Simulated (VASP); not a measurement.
# TaAs (pbesol) (I4_1md) in VASP: a series of runs

The runs below take TaAs (pbesol) through single point, with PBEsol.

Program: VASP 6.6.1. These are calculated values, not measurements. Logs are shortened: lines on timing, memory, paths and dates and some standing lists are left out, and cuts for length are marked.

### 1 The cell of the first run

It takes space group I4_1md (No. 109, tetragonal). The conventional cell has a = 3.448 Å, b = 3.448 Å, c = 11.686 Å, α = 90.00°, β = 90.00°, γ = 90.00°. Within 3.4 Å of Ta (site symmetry 2mm) lie 6 As at 2.61 to 2.62 Å and 4 Ta at 3.39 Å. As (site symmetry 2mm) has 6 Ta at 2.61 to 2.62 Å and 4 As at 3.39 Å within 3.4 Å.

### 2 Single point, PBEsol (volume scaled by 1.02, then relaxed in part)

INCAR

```
SYSTEM = TaAs
ALGO     = Normal         ! electronic algorithm
EDIFF    = 1E-7           ! SCF threshold, eV
ENCUT    = 520            ! plane-wave cutoff, eV
GGA      = PS             ! functional
ISIF     = 2              ! what is computed and relaxed
ISMEAR   = -1             ! smearing method
LASPH    = .TRUE.         ! aspherical terms in the spheres
LCHARG   = .TRUE.         ! write CHGCAR
LELF     = .TRUE.         ! ELF
LREAL    = .FALSE.        ! projectors in reciprocal space
LVHAR    = .TRUE.       
LWAVE    = .FALSE.        ! write WAVECAR
NBANDS   = 24             ! bands
NELM     = 60             ! most SCF steps
PREC     = Accurate       ! precision mode
SIGMA    = 0.15           ! smearing width, eV
```

KPOINTS

```
k-points
0
G
  18 18 18
  0 0 0
```

POSCAR

```
TaAs
1.0
   -1.7240553246      1.7240553246      5.8432313777
    1.7240553246     -1.7240553246      5.8432313777
    1.7240553246      1.7240553246     -5.8432313777
Ta As
2 2
Direct
    0.5001745020      1.0001745020      0.5000000000
    0.7501745020      0.7501745020      0.0000000000
    0.0824249180      0.5824249180      0.5000000000
    0.3324249180      0.3324249180      0.0000000000
```

Potentials or basis: VASP PAW PBE potentials, release 64 (Ta_pv, As).

Run with:

```sh
> cat potpaw_PBE.64/Ta_pv/POTCAR potpaw_PBE.64/As/POTCAR > POTCAR
> mpirun -np 1 vasp_std > vasp.out
```

OUTCAR:

```text
SYSTEM = TaAs
   EDIFF = 1E-7
   ENCUT = 520
   GGA = PS
   ISIF = 2
   ISMEAR = -1
   LASPH = .TRUE.
   LREAL = .FALSE.
   NELM = 60
   PREC = Accurate

 ion  position               nearest neighbor table
   1  0.500  0.000  0.500-   4 2.61   4 2.61   3 2.62   3 2.62   3 2.62   3 2.62   2 3.39   2 3.39
                             2 3.39   2 3.39
   2  0.750  0.750  0.000-   3 2.61   3 2.61   4 2.62   4 2.62   4 2.62   4 2.62   1 3.39   1 3.39
                             1 3.39   1 3.39
   3  0.082  0.582  0.500-   2 2.61   2 2.61   1 2.62   1 2.62   1 2.62   1 2.62
   4  0.332  0.332  0.000-   1 2.61   1 2.61   2 2.62   2 2.62   2 2.62   2 2.62

  LATTYP: Found a body centered tetragonal cell.
 ALAT       =     3.4481106492
 C/A-ratio  =     3.3892365833

  Lattice vectors:

 A1 = (  -1.7240553246,   1.7240553246,   5.8432313777)
 A2 = (   1.7240553246,  -1.7240553246,   5.8432313777)
 A3 = (   1.7240553246,   1.7240553246,  -5.8432313777)

Analysis of symmetry for initial positions (statically):
=====================================================================
 Subroutine PRICEL returns:
 Original cell was already a primitive cell.

 Routine SETGRP: Setting up the symmetry group for a
 body centered tetragonal supercell.

 Subroutine GETGRP returns: Found  8 space group operations
 (whereof  4 operations were pure point group operations)
 out of a pool of 16 trial point group operations.

The static configuration has the point symmetry C_2v.
 The point group associated with its full space group is C_4v.

Analysis of symmetry for dynamics (positions and initial velocities):
=====================================================================
 Subroutine PRICEL returns:
 Original cell was already a primitive cell.

 Routine SETGRP: Setting up the symmetry group for a
 body centered tetragonal supercell.

 Subroutine GETGRP returns: Found  8 space group operations
 (whereof  4 operations were pure point group operations)
 out of a pool of 16 trial point group operations.

The dynamic configuration has the point symmetry C_2v.
 The point group associated with its full space group is C_4v.

 Subroutine INISYM returns: Found  8 space group operations
 (whereof  4 operations are pure point group operations),
 and found     1 'primitive' translations

----------------------------------------------------------------------------------------

                                     Primitive cell

  volume of cell :      69.4729

  direct lattice vectors                    reciprocal lattice vectors
    -1.724055325  1.724055325  5.843231378     0.000000000  0.290013895  0.085569091
     1.724055325 -1.724055325  5.843231378     0.290013895  0.000000000  0.085569091
     1.724055325  1.724055325 -5.843231378     0.290013895  0.290013895  0.000000000

  length of vectors
     6.331515337  6.331515337  6.331515337     0.302374154  0.302374154  0.410141584

  position of ions in fractional coordinates (direct lattice)
     0.500174502  0.000174502  0.500000000
     0.750174502  0.750174502  0.000000000
     0.082424918  0.582424918  0.500000000
     0.332424918  0.332424918  0.000000000

  ion indices of the primitive-cell ions
   primitive index   ion index
                 1           1
                 2           2
                 3           3
                 4           4

----------------------------------------------------------------------------------------

 KPOINTS: k-points

Automatic generation of k-mesh.
 Grid dimensions read from file:
 generate k-points for:   18   18   18

 Generating k-lattice:

  Cartesian coordinates                     Fractional coordinates (reciprocal lattice)
     0.000000000  0.016111883  0.004753838     0.055555556  0.000000000 -0.000000000
     0.016111883  0.000000000  0.004753838     0.000000000  0.055555556 -0.000000000
     0.016111883  0.016111883  0.000000000     0.000000000  0.000000000  0.055555556

  Length of vectors
     0.016798564  0.016798564  0.022785644

  Shift w.r.t. Gamma in fractional coordinates (k-lattice)
     0.000000000  0.000000000  0.000000000

 Subroutine IBZKPT returns following result:
 ===========================================

 Found    480 irreducible k-points:

 Following reciprocal coordinates:
            Coordinates               Weight
  0.000000  0.000000  0.000000      1.000000
  0.055556  0.000000  0.000000      8.000000
  0.111111  0.000000  0.000000      8.000000
  0.166667 -0.000000  0.000000      8.000000
  0.222222  0.000000  0.000000      8.000000
  0.277778  0.000000  0.000000      8.000000
[... 16 lines left out ...]
 -0.277778  0.055556 -0.000000     16.000000
 -0.222222  0.055556 -0.000000     16.000000
 [... further k-points ...]
   k-points           NKPTS =    480   k-points in BZ     NKDIM =    480   number of bands    NBANDS=     24
   number of dos      NEDOS =    301   number of ions     NIONS =      4
   total plane-waves  NPLWV = 110592
   dimension x,y,z NGX =    48 NGY =   48 NGZ =   48
   dimension x,y,z NGXF=    96 NGYF=   96 NGZF=   96
   ions per type =               2   2
   NGX,Y,Z   is equivalent  to a cutoff of  12.60, 12.60, 12.60 a.u.
   NGXF,Y,Z  is equivalent  to a cutoff of  25.21, 25.21, 25.21 a.u.
 SYSTEM =  TaAs
   PREC   = accura    normal or accurate (medium, high low for compatibility)
   ISTART =      0    job   : 0-new  1-cont  2-samecut
   ICHARG =      2    charge: 1-file 2-atom 10-const
   ISPIN  =      1    spin polarized calculation?
   LNONCOLLINEAR =      F non collinear calculations
   LSORBIT =      F    spin-orbit coupling
   LASPH  =      T    aspherical Exc in radial PAW
   ENCUT  =  520.0 eV  38.22 Ry    6.18 a.u.  11.77 11.77 11.77*2*pi/ulx,y,z
   NELM   =     60;   NELMIN=  2; NELMDL= -5     # of ELM steps
   EDIFF  = 0.1E-06   stopping-criterion for ELM
   LREAL  =      F    real-space projection
   EDIFFG = 0.1E-05   stopping-criterion for IOM
   NSW    =      0    number of steps for IOM
   IBRION =     -1    ionic relax: 0-MD 1-quasi-New 2-CG
   NFREE  =      0    steps in history (QN), initial steepest desc. (CG)
   ISIF   =      2    stress and relaxation
   ISYM   =      2    0-nonsym 1-usesym 2-fastsym
   POTIM  = 0.5000    time-step for ionic-motion
   TEBEG  =    0.0;   TEEND  =   0.0 temperature during run
   PSTRESS=    0.0 pullay stress
   NELECT =      32.0000    total number of electrons
   NUPDOWN=      -1.0000    fix difference up-down
   EMIN   =  10.00;   EMAX   =-10.00  energy-range for DOS
   EFERMI =   0.00;   METHOD = LEGACY
   ISMEAR =    -1;   SIGMA  =   0.15  broadening in eV -4-tet -1-fermi 0-gaus
   EFERMI_NEDOS =   21; number of points for ismear=-14 and -15
   IALGO  =     38    algorithm
   IMIX   =      4    mixing-type and parameters
     AMIX     =   0.40;   BMIX     =  1.00
     AMIX_MAG =   1.60;   BMIX_MAG =  1.00
  volume/ion in A,a.u.               =      17.37       117.21
  Fermi-wavevector in a.u.,A,eV,Ry     =   1.264308  2.389196 21.748580  1.598476
  Thomas-Fermi vector in A             =   2.397620
   LORBIT       =      0    0 simple, 1 ext, 2 COOP (PROOUT), +10 PAW based schemes
   GGA     = PS    functional components
   LHFCALC =     F    Hartree Fock is set to
   AEXX    =    0.0000 exact exchange contribution
   IVDW    =     0    specifies the selected vdW correction
   LEPSILON=     F    determine dielectric tensor
   LRPA    =     F    only Hartree local field effects (RPA)
 non-spin polarized calculation
  energy-cutoff  :      520.00
  volume of cell :       69.47
 maximum number of plane-waves:      1895
   NGX = 23   NGY = 23   NGZ = 23

 number of electron      32.0000002 magnetization

 Free energy of the ion-electron system (eV)
  ---------------------------------------------------
  ext. energy  EPLUGINS =         0.00000000
  ---------------------------------------------------
  free energy    TOTEN  =       -37.74117853 eV

  energy without entropy =      -37.68124378  energy(sigma->0) =      -37.71121115

 E-fermi :   6.7837     XC(G=0): -12.0208

 val. band max:        6.7604956518   @ k =  -0.1667   0.3889   0.1667
 cond. band min:       6.7902162211   @ k =  -0.1111   0.4444   0.1111
 fundamental gap:      0.0297205693
 Fermi energy:         6.7836931477

 k-point     1 :       0.0000    0.0000    0.0000
  band No.  band energies     occupation
      1     -28.0863      2.00000
      2     -28.0460      2.00000
      3     -28.0460      2.00000
      4     -27.8960      2.00000
      5     -27.8960      2.00000
      6     -27.8423      2.00000
[... 16 lines left out ...]
     23      10.9277      0.00000
     24      10.9277      0.00000

 k-point     2 :       0.0556    0.0000    0.0000
  band No.  band energies     occupation
      1     -28.0851      2.00000
      2     -28.0504      2.00000
      3     -28.0456      2.00000
      4     -27.9007      2.00000
      5     -27.8954      2.00000
      6     -27.8427      2.00000
[... 16 lines left out ...]
     23      10.5869      0.00000
     24      11.0809      0.00000

 k-point     3 :       0.1111    0.0000    0.0000
  band No.  band energies     occupation
      1     -28.0841      2.00000
      2     -28.0602      2.00000
      3     -28.0443      2.00000
      4     -27.9141      2.00000
      5     -27.8938      2.00000
      6     -27.8443      2.00000
[... 16 lines left out ...]
     23      10.7062      0.00000
     24      11.4846      0.00000

 k-point     4 :       0.1667   -0.0000    0.0000
  band No.  band energies     occupation
      1     -28.0961      2.00000
      2     -28.0617      2.00000
      3     -28.0423      2.00000
      4     -27.9338      2.00000
      5     -27.8914      2.00000
      6     -27.8476      2.00000
[... 16 lines left out ...]
     23      11.0023      0.00000
     24      12.0257      0.00000

 k-point     5 :       0.2222    0.0000    0.0000
  band No.  band energies     occupation
      1     -28.1208      2.00000
      2     -28.0533      2.00000
      3     -28.0399      2.00000
      4     -27.9569      2.00000
      5     -27.8884      2.00000
      6     -27.8526      2.00000
[... 16 lines left out ...]
     23      11.2723      0.00000
     24      12.5871      0.00000

 k-point     6 :       0.2778    0.0000    0.0000
  band No.  band energies     occupation
      1     -28.1487      2.00000
      2     -28.0436      2.00000
      3     -28.0373      2.00000
      4     -27.9791      2.00000
      5     -27.8853      2.00000
      6     -27.8591      2.00000
[... 16 lines left out ...]
     23      11.3933      0.00000
     24      13.0011      0.00000
[... 379 lines left out ...]
 k-point    21 :      -0.3889    0.0556    0.0000
  band No.  band energies     occupation
      1     -28.1958      2.00000
      2     -28.0458      2.00000
      3     -28.0362      2.00000
      4     -27.9955      2.00000
      5     -27.8855      2.00000
      6     -27.8700      2.00000
[... 16 lines left out ...]
     23      11.4166      0.00000
     24      13.1426      0.00000

 k-point    22 :      -0.3333    0.0556   -0.0000
  band No.  band energies     occupation
      1     -28.1743      2.00000
      2     -28.0440      2.00000
      3     -28.0349      2.00000
      4     -27.9946      2.00000
      5     -27.8874      2.00000
      6     -27.8627      2.00000
[... 16 lines left out ...]
     23      11.5223      0.00000
     24      13.0207      0.00000

 k-point    23 :      -0.2778    0.0556   -0.0000
  band No.  band energies     occupation
      1     -28.1479      2.00000
      2     -28.0485      2.00000
      3     -28.0382      2.00000
      4     -27.9793      2.00000
      5     -27.8902      2.00000
      6     -27.8556      2.00000
[... 16 lines left out ...]
     23      11.6212      0.00000
     24      12.7061      0.00000

 k-point    24 :      -0.2222    0.0556   -0.0000
  band No.  band energies     occupation
      1     -28.1201      2.00000
      2     -28.0564      2.00000
      3     -28.0425      2.00000
      4     -27.9567      2.00000
      5     -27.8933      2.00000
      6     -27.8496      2.00000
[... 16 lines left out ...]
     23      11.5082      0.00000
     24      12.2387      0.00000

 [... further k-points ...]
[... 5 lines left out ...]
  --------------------------------------------------------------------------------------
  -------------------------------------------------------------------------------------
  Total       -1.2698326     -1.2698326     -1.3271868      0.0000000      0.0000000      0.0000000
  in kB      -29.2847548    -29.2847548    -30.6074505      0.0000000      0.0000000      0.0000000
  external PRESSURE =     -29.7256534 kB  Pullay stress =       0.0000000 kB

 VOLUME and BASIS-vectors are now :
 -----------------------------------------------------------------------------
  energy-cutoff  :      520.00
  volume of cell :       69.47
      direct lattice vectors                 reciprocal lattice vectors
    -1.724055325  1.724055325  5.843231378     0.000000000  0.290013895  0.085569091
     1.724055325 -1.724055325  5.843231378     0.290013895  0.000000000  0.085569091
     1.724055325  1.724055325 -5.843231378     0.290013895  0.290013895  0.000000000

 POSITION                                       TOTAL-FORCE (eV/Angst)
 -----------------------------------------------------------------------------------
      0.00000      1.72406      0.00204         0.000000     -0.000000      0.002958
      0.00000      0.00000      8.76689        -0.000000      0.000000      0.002958
      1.72406      0.00000      0.96326         0.000000     -0.000000     -0.002958
      0.00000      0.00000      3.88487        -0.000000      0.000000     -0.002958
 -----------------------------------------------------------------------------------
    total drift:                                0.000000      0.000000      0.000167

  FREE ENERGIE OF THE ION-ELECTRON SYSTEM (eV)
  ---------------------------------------------------
  free  energy   TOTEN  =       -37.7411785313 eV

  energy  without entropy=      -37.6812437767  energy(sigma->0) =      -37.71121115
```

Wall time 39 min (1 thread of Oxide Virtual Turin-like, shared host); peak memory 0.85 GiB.

What came out:

- Free energy: -37.7412 eV
- Pressure: -3.0 GPa
- Band gap on the k mesh: zero (band 16 reaches 6.86 eV, above the bottom of band 17 at 6.83 eV)

Forces on the atoms (eV/Å):
```
Ta   0.000  0.000  0.003
Ta   0.000  0.000  0.003
As   0.000  0.000 -0.003
As   0.000  0.000 -0.003
```

Caveat: the cell differs from its parent crystal (volume scaled by 1.02, then relaxed in part); the PAW data sets were made with another functional, which shifts forces and pressure a little; spin-orbit coupling is left out, which moves the levels of the heavy elements.

### 3 Single point, PBEsol

This run uses another cell than the first one, of 17.03 Å³/atom, 0.980 times its volume.

INCAR

```
SYSTEM = TaAs
PREC = Accurate ; ENCUT = 520
EDIFF = 1E-7 ; ISMEAR = -1
SIGMA = 0.15 ; LREAL = .False.
LASPH = .True. ; NELM = 100
ALGO = Normal ; ISIF = 2
LWAVE = .False. ; LCHARG = .False.
GGA = PS ; NBANDS = 24
```

KPOINTS

```
regular mesh
0
Gamma
  18 18 18
  0 0 0
```

POSCAR

```
TaAs
1.0
   -1.7147865347      1.7147865347      5.7907548418
    1.7147865347     -1.7147865347      5.7907548418
    1.7147865347      1.7147865347     -5.7907548418
Ta As
2 2
Direct
    0.5003116661      1.0003116661      0.5000000000
    0.7503116661      0.7503116661      0.0000000000
    0.0822877539      0.5822877539      0.5000000000
    0.3322877539      0.3322877539      0.0000000000
```

Potentials or basis: VASP PAW PBE potentials, release 64 (Ta_pv, As).

Run with:

```sh
> cat potpaw_PBE.64/Ta_pv/POTCAR potpaw_PBE.64/As/POTCAR > POTCAR
> mpirun -np 1 vasp_std > vasp.out
```

Run time: 32 min. Hardware: 1 thread of Oxide Virtual Turin-like, shared host; peak memory 0.84 GiB.

The run converged. Its results:

| Property | Result |
| --- | --- |
| Free energy | -37.7512 eV |
| Pressure | 0.7 GPa |
| Band gap on the k mesh | zero (band 16 reaches 7.05 eV, above the bottom of band 17 at 7.01 eV) |

Forces in eV/Å, atoms in the order of the input:
```
Ta   0.000  0.000  0.003
Ta   0.000  0.000  0.003
As   0.000  0.000 -0.003
As   0.000  0.000 -0.003
```

Stress tensor (GPa, compression positive):
```
0.72 0.00 0.00
0.00 0.72 0.00
0.00 0.00 0.57
```

Levels at points of the mesh, in eV from the Fermi level:
| k point | band 14 | band 15 | band 16 | band 17 | band 18 | band 19 |
| --- | --- | --- | --- | --- | --- | --- |
| (0.00, 0.00, 0.00) | -1.92 | -1.60 | -1.60 | 0.95 | 1.65 | 2.47 |
| (0.50, 0.00, 0.00) | -2.26 | -1.55 | -0.17 | 0.16 | 1.47 | 2.38 |
| (0.50, 0.50, 0.00) | -3.15 | -1.10 | -1.10 | 2.90 | 2.90 | 3.21 |
| (0.50, 0.50, 0.50) | -2.84 | -0.88 | -0.88 | 1.28 | 1.28 | 2.43 |

Caveat: the PAW data sets were made with another functional, which shifts forces and pressure a little; spin-orbit coupling is left out, which moves the levels of the heavy elements.
